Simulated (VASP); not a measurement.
Input of a VASP 6.6.1 run:

File INCAR:

```
SYSTEM = K
  PREC = Accurate
  ENCUT = 520
  EDIFF = 1E-6
  ISMEAR = 0
  SIGMA = 0.15
  LREAL = .False.
  LASPH = .True.
  NELM = 60
  ALGO = Fast
  ISIF = 2
  LWAVE = .False.
  LCHARG = .False.
  GGA = PE
  NBANDS = 10
```

File KPOINTS:

```
Automatic mesh
0
Gamma
  14 14 14
  0 0 0
```

File POSCAR:

```
K
1.0
   -2.4871000000      2.4871000000      2.6834500000
    2.4871000000     -2.4871000000      2.6834500000
    2.4871000000      2.4871000000     -2.6834500000
K
1
Direct
    0.0000000000      0.0000000000      0.0000000000
```

Potentials or basis: VASP PAW PBE potentials, release 64 (K_sv).

Run with:

```bash
$ cat potpaw_PBE.64/K_sv/POTCAR > POTCAR
$ mpirun -np 1 vasp_std > vasp.out
```

Q: Estimate the band gap on the k mesh.

A: Zero (an odd number of electrons rules out a gap without spin polarisation).

Q: Predict the pressure.

A: 0.5 GPa.

Caveat: the cell differs from its parent crystal (strain -0.050 along x and y, +0.025 along z).
